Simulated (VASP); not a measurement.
# Y (Im-3m) in VASP: notebook

The runs below take Y through single point, with r2SCAN.

Everything below comes from runs of VASP 6.6.1. Logs are shortened: lines on timing, memory, paths and dates and some standing lists are left out, and cuts for length are marked.

**1. The cell of the first run**

The structure is cubic, space group Im-3m (No. 229). The conventional cell has a = 4.016 Å, b = 4.016 Å, c = 4.016 Å, α = 90.00°, β = 90.00°, γ = 90.00°. Within 4.6 Å of Y (site symmetry m-3m) lie 14 Y at 3.48 to 4.02 Å.

**2. Single point, r2SCAN (volume scaled by 0.96)**

POSCAR reads:

```
Y
1.0
   -2.0078533461      2.0078533461      2.0078533461
    2.0078533461     -2.0078533461      2.0078533461
    2.0078533461      2.0078533461     -2.0078533461
Y
1
Direct
    0.0000000000      0.0000000000      0.0000000000
```

INCAR.step1 reads:

```
PREC = Accurate ; ENCUT = 520
ISMEAR = -1 ; SIGMA = 0.1
LREAL = F ; LASPH = T
NELM = 100 ; NBANDS = 12
GGA = PE ; ALGO = Normal
EDIFF = 1E-4 ; LWAVE = T
LCHARG = F
```

INCAR.step2 reads:

```
PREC = Accurate ; ENCUT = 520
EDIFF = 1E-7 ; ISMEAR = -1
SIGMA = 0.1 ; LREAL = F
LASPH = T ; NELM = 100
ALGO = Normal ; ISIF = 2
LWAVE = F ; LCHARG = F
METAGGA = R2SCAN ; LMIXTAU = T
NBANDS = 12 ; ISTART = 1
```

KPOINTS reads:

```
regular mesh
0
Gamma
  12 12 12
```

Potentials or basis: VASP PAW PBE potentials, release 64 (Y_sv).

Run with:

```console
$ cat potpaw_PBE.64/Y_sv/POTCAR > POTCAR
$ cp INCAR.step1 INCAR
$ mpirun -np 1 vasp_std > vasp.out
$ cp INCAR.step2 INCAR
$ mpirun -np 1 vasp_std > vasp.out
```

OUTCAR:

```text
PREC = Accurate
   ENCUT = 520
   EDIFF = 1E-7
   ISMEAR = -1
   LREAL = F
   LASPH = T
   NELM = 100
   ISIF = 2
   METAGGA = R2SCAN
   ISTART = 1

 ion  position               nearest neighbor table
   1  0.000  0.000  0.000-

  LATTYP: Found a body centered cubic cell.
 ALAT       =     4.0157066922

  Lattice vectors:

 A1 = (  -2.0078533461,   2.0078533461,   2.0078533461)
 A2 = (   2.0078533461,  -2.0078533461,   2.0078533461)
 A3 = (   2.0078533461,   2.0078533461,  -2.0078533461)

Analysis of symmetry for initial positions (statically):
=====================================================================
 Subroutine PRICEL returns:
 Original cell was already a primitive cell.

 Routine SETGRP: Setting up the symmetry group for a
 body centered cubic supercell.

 Subroutine GETGRP returns: Found 48 space group operations
 (whereof 48 operations were pure point group operations)
 out of a pool of 48 trial point group operations.

The static configuration has the point symmetry O_h .

Analysis of symmetry for dynamics (positions and initial velocities):
=====================================================================
 Subroutine PRICEL returns:
 Original cell was already a primitive cell.

 Routine SETGRP: Setting up the symmetry group for a
 body centered cubic supercell.

 Subroutine GETGRP returns: Found 48 space group operations
 (whereof 48 operations were pure point group operations)
 out of a pool of 48 trial point group operations.

The dynamic configuration has the point symmetry O_h .

 Subroutine INISYM returns: Found 48 space group operations
 (whereof 48 operations are pure point group operations),
 and found     1 'primitive' translations

----------------------------------------------------------------------------------------

                                     Primitive cell

  volume of cell :      32.3784

  direct lattice vectors                    reciprocal lattice vectors
    -2.007853346  2.007853346  2.007853346     0.000000000  0.249022171  0.249022171
     2.007853346 -2.007853346  2.007853346     0.249022171  0.000000000  0.249022171
     2.007853346  2.007853346 -2.007853346     0.249022171  0.249022171  0.000000000

  length of vectors
     3.477704010  3.477704010  3.477704010     0.352170532  0.352170532  0.352170532

  position of ions in fractional coordinates (direct lattice)
     0.000000000  0.000000000  0.000000000

  ion indices of the primitive-cell ions
   primitive index   ion index
                 1           1

----------------------------------------------------------------------------------------

 KPOINTS: regular mesh

Automatic generation of k-mesh.
 Grid dimensions read from file:
 generate k-points for:   12   12   12

 Generating k-lattice:

  Cartesian coordinates                     Fractional coordinates (reciprocal lattice)
     0.000000000  0.020751848  0.020751848     0.083333333  0.000000000  0.000000000
     0.020751848  0.000000000  0.020751848     0.000000000  0.083333333  0.000000000
     0.020751848  0.020751848  0.000000000     0.000000000  0.000000000  0.083333333

  Length of vectors
     0.029347544  0.029347544  0.029347544

  Shift w.r.t. Gamma in fractional coordinates (k-lattice)
     0.000000000  0.000000000  0.000000000

 Subroutine IBZKPT returns following result:
 ===========================================

 Found     72 irreducible k-points:

 Following reciprocal coordinates:
            Coordinates               Weight
  0.000000  0.000000  0.000000      1.000000
  0.083333  0.000000  0.000000     12.000000
  0.166667  0.000000  0.000000     12.000000
  0.250000  0.000000  0.000000     12.000000
  0.333333  0.000000  0.000000     12.000000
  0.416667  0.000000  0.000000     12.000000
[... 16 lines left out ...]
  0.333333  0.083333  0.083333     24.000000
  0.416667  0.083333  0.083333     12.000000
 [... further k-points ...]
   k-points           NKPTS =     72   k-points in BZ     NKDIM =     72   number of bands    NBANDS=     12
   number of dos      NEDOS =    301   number of ions     NIONS =      1
   total plane-waves  NPLWV =  21952
   dimension x,y,z NGX =    28 NGY =   28 NGZ =   28
   dimension x,y,z NGXF=    56 NGYF=   56 NGZF=   56
   ions per type =               1
   NGX,Y,Z   is equivalent  to a cutoff of  13.38, 13.38, 13.38 a.u.
   NGXF,Y,Z  is equivalent  to a cutoff of  26.77, 26.77, 26.77 a.u.
 SYSTEM =  unknown system
   PREC   = accura    normal or accurate (medium, high low for compatibility)
   ISTART =      1    job   : 0-new  1-cont  2-samecut
   ICHARG =      0    charge: 1-file 2-atom 10-const
   ISPIN  =      1    spin polarized calculation?
   LNONCOLLINEAR =      F non collinear calculations
   LSORBIT =      F    spin-orbit coupling
   LASPH  =      T    aspherical Exc in radial PAW
   ENCUT  =  520.0 eV  38.22 Ry    6.18 a.u.   6.47  6.47  6.47*2*pi/ulx,y,z
   NELM   =    100;   NELMIN=  2; NELMDL=  0     # of ELM steps
   EDIFF  = 0.1E-06   stopping-criterion for ELM
   LREAL  =      F    real-space projection
   EDIFFG = 0.1E-05   stopping-criterion for IOM
   NSW    =      0    number of steps for IOM
   IBRION =     -1    ionic relax: 0-MD 1-quasi-New 2-CG
   NFREE  =      0    steps in history (QN), initial steepest desc. (CG)
   ISIF   =      2    stress and relaxation
   ISYM   =      2    0-nonsym 1-usesym 2-fastsym
   POTIM  = 0.5000    time-step for ionic-motion
   TEBEG  =    0.0;   TEEND  =   0.0 temperature during run
   PSTRESS=    0.0 pullay stress
   NELECT =      11.0000    total number of electrons
   NUPDOWN=      -1.0000    fix difference up-down
   EMIN   =  10.00;   EMAX   =-10.00  energy-range for DOS
   EFERMI =   0.00;   METHOD = LEGACY
   ISMEAR =    -1;   SIGMA  =   0.10  broadening in eV -4-tet -1-fermi 0-gaus
   EFERMI_NEDOS =   21; number of points for ismear=-14 and -15
   IALGO  =     38    algorithm
   IMIX   =      4    mixing-type and parameters
     AMIX     =   0.40;   BMIX     =  1.00
     AMIX_MAG =   1.60;   BMIX_MAG =  1.00
  volume/ion in A,a.u.               =      32.38       218.50
  Fermi-wavevector in a.u.,A,eV,Ry     =   1.142318  2.158668 17.754116  1.304891
  Thomas-Fermi vector in A             =   2.279016
   LORBIT       =      0    0 simple, 1 ext, 2 COOP (PROOUT), +10 PAW based schemes
   METAGGA = R2SCAN    functional components
   LHFCALC =     F    Hartree Fock is set to
   AEXX    =    0.0000 exact exchange contribution
   IVDW    =     0    specifies the selected vdW correction
   LEPSILON=     F    determine dielectric tensor
   LRPA    =     F    only Hartree local field effects (RPA)
 non-spin polarized calculation
  energy-cutoff  :      520.00
  volume of cell :       32.38
 maximum number of plane-waves:       911
 NGX is ok and might be reduce to    28
   NGX = 13   NGY = 13   NGZ = 13

 number of electron      11.0000001 magnetization

 Free energy of the ion-electron system (eV)
  ---------------------------------------------------
  ext. energy  EPLUGINS =         0.00000000
  ---------------------------------------------------
  free energy    TOTEN  =       -20.20298801 eV

  energy without entropy =      -20.13380113  energy(sigma->0) =      -20.16839457

 E-fermi :   3.2701     XC(G=0): -10.1204

 val. band max:        3.2670257781   @ k =  -0.2500   0.4167   0.0833
 cond. band min:       3.2706624965   @ k =   0.2500   0.1667   0.0833
 fundamental gap:      0.0036367184
 Fermi energy:         3.2701006927

 k-point     1 :       0.0000    0.0000    0.0000
  band No.  band energies     occupation
      1     -41.0866      2.00000
      2     -20.1113      2.00000
      3     -20.1113      2.00000
      4     -20.1113      2.00000
      5      -1.8028      2.00000
      6       5.2669      0.00000
      7       5.2669      0.00000
      8       5.2669      0.00000
      9       7.1442      0.00000
     10       7.1442      0.00000
     11      14.0072      0.00000
     12      14.0072      0.00000

 k-point     2 :       0.0833    0.0000    0.0000
  band No.  band energies     occupation
      1     -41.0815      2.00000
      2     -20.1535      2.00000
      3     -20.1240      2.00000
      4     -20.1116      2.00000
      5      -1.6130      2.00000
      6       5.1186      0.00000
      7       5.1840      0.00000
      8       5.4481      0.00000
      9       6.9313      0.00000
     10       7.1389      0.00000
     11      14.1839      0.00000
     12      14.3783      0.00000

 k-point     3 :       0.1667    0.0000    0.0000
  band No.  band energies     occupation
      1     -41.0676      2.00000
      2     -20.2670      2.00000
      3     -20.1585      2.00000
      4     -20.1125      2.00000
      5      -1.0758      2.00000
      6       4.7535      0.00000
      7       4.8097      0.00000
      8       5.9803      0.00000
      9       6.7160      0.00000
     10       7.1531      0.00000
     11      14.4396      0.00000
     12      15.3759      0.00000

 k-point     4 :       0.2500    0.0000    0.0000
  band No.  band energies     occupation
      1     -41.0484      2.00000
      2     -20.4179      2.00000
      3     -20.2051      2.00000
      4     -20.1137      2.00000
      5      -0.2953      2.00000
      6       4.2162      0.00016
      7       4.3245      0.00005
      8       6.8256      0.00000
      9       6.8260      0.00000
     10       7.2434      0.00000
     11      13.9873      0.00000
     12      14.8655      0.00000

 k-point     5 :       0.3333    0.0000    0.0000
  band No.  band energies     occupation
      1     -41.0292      2.00000
      2     -20.5642      2.00000
      3     -20.2512      2.00000
      4     -20.1150      2.00000
      5       0.5204      2.00000
      6       3.7907      0.01090
      7       3.9523      0.00218
      8       7.0538      0.00000
      9       7.4347      0.00000
     10       7.9013      0.00000
     11      12.9555      0.00000
     12      13.4719      0.00000
[... 228 lines left out ...]
      1     -41.0426      2.00000
      2     -20.4607      2.00000
      3     -20.1935      2.00000
      4     -20.1458      2.00000
      5       0.0262      2.00000
      6       3.9554      0.00211
      7       4.0421      0.00089
      8       6.9998      0.00000
      9       7.2818      0.00000
     10       7.4226      0.00000
     11      14.4128      0.00000
     12      14.7566      0.00000

 k-point    22 :       0.2500    0.0833    0.0833
  band No.  band energies     occupation
      1     -41.0256      2.00000
      2     -20.5676      2.00000
      3     -20.2564      2.00000
      4     -20.1503      2.00000
      5       0.8587      2.00000
      6       3.5757      0.08990
      7       3.7181      0.02242
      8       7.1738      0.00000
      9       7.5247      0.00000
     10       8.4784      0.00000
     11      13.1787      0.00000
     12      13.3436      0.00000

 k-point    23 :       0.3333    0.0833    0.0833
  band No.  band energies     occupation
      1     -41.0131      2.00000
      2     -20.6404      2.00000
      3     -20.3061      2.00000
      4     -20.1536      2.00000
      5       1.4330      2.00000
      6       3.5174      0.15548
      7       3.5582      0.10622
      8       7.3037      0.00000
      9       7.7292      0.00000
     10       9.4841      0.00000
     11      11.8036      0.00000
     12      12.5133      0.00000

 k-point    24 :       0.4167    0.0833    0.0833
  band No.  band energies     occupation
      1     -41.0085      2.00000
      2     -20.6662      2.00000
      3     -20.3248      2.00000
      4     -20.1549      2.00000
      5       1.5896      2.00000
      6       3.4497      0.28470
      7       3.6889      0.02989
      8       7.3142      0.00000
      9       7.8189      0.00000
     10       9.9858      0.00000
     11      11.2446      0.00000
     12      12.1984      0.00000

 [... further k-points ...]

------------------------ aborting loop because EDIFF is reached ----------------------------------------

  FORCE on cell =-STRESS in cart. coord.  units (eV):
  Direction    XX          YY          ZZ          XY          YZ          ZX
  --------------------------------------------------------------------------------------
  -------------------------------------------------------------------------------------
  Total        0.3519822      0.3519822      0.3519822      0.0000000     -0.0000000      0.0000000
  in kB       17.4170781     17.4170781     17.4170781      0.0000000     -0.0000000      0.0000000
  external PRESSURE =      17.4170781 kB  Pullay stress =       0.0000000 kB

 VOLUME and BASIS-vectors are now :
 -----------------------------------------------------------------------------
  energy-cutoff  :      520.00
  volume of cell :       32.38
      direct lattice vectors                 reciprocal lattice vectors
    -2.007853346  2.007853346  2.007853346     0.000000000  0.249022171  0.249022171
     2.007853346 -2.007853346  2.007853346     0.249022171  0.000000000  0.249022171
     2.007853346  2.007853346 -2.007853346     0.249022171  0.249022171  0.000000000

 POSITION                                       TOTAL-FORCE (eV/Angst)
 -----------------------------------------------------------------------------------
      0.00000      0.00000      0.00000        -0.000000     -0.000000      0.000000
 -----------------------------------------------------------------------------------
    total drift:                               -0.000000     -0.000000      0.000000

  FREE ENERGIE OF THE ION-ELECTRON SYSTEM (eV)
  ---------------------------------------------------
  free  energy   TOTEN  =       -20.2029880107 eV

  energy  without entropy=      -20.1338011335  energy(sigma->0) =      -20.16839457
```

Run time: 3.3 min. Hardware: 1 thread of Intel Xeon Platinum 8259CL at 2.50GHz (Skylake/Cascade Lake), shared host; peak memory 0.2 GiB.

Results:

```
Free energy : -20.2030 eV
Pressure    : 1.7 GPa
```

Levels at points of the mesh, in eV from the Fermi level:
```tsv
k point	band 2	band 3	band 4	band 5	band 6	band 7	band 8	band 9
(0.00, 0.00, 0.00)	-23.38	-23.38	-23.38	-5.07	2.00	2.00	2.00	3.87
(0.50, 0.00, 0.00)	-23.98	-23.57	-23.39	-2.06	0.35	0.62	3.89	4.52
(0.50, 0.50, 0.50)	-23.79	-23.79	-23.79	-1.64	-1.64	5.72	5.72	5.72
```

Caveat: the PAW data sets were made with another functional, which shifts forces and pressure a little.

[end of part 1 of 2]
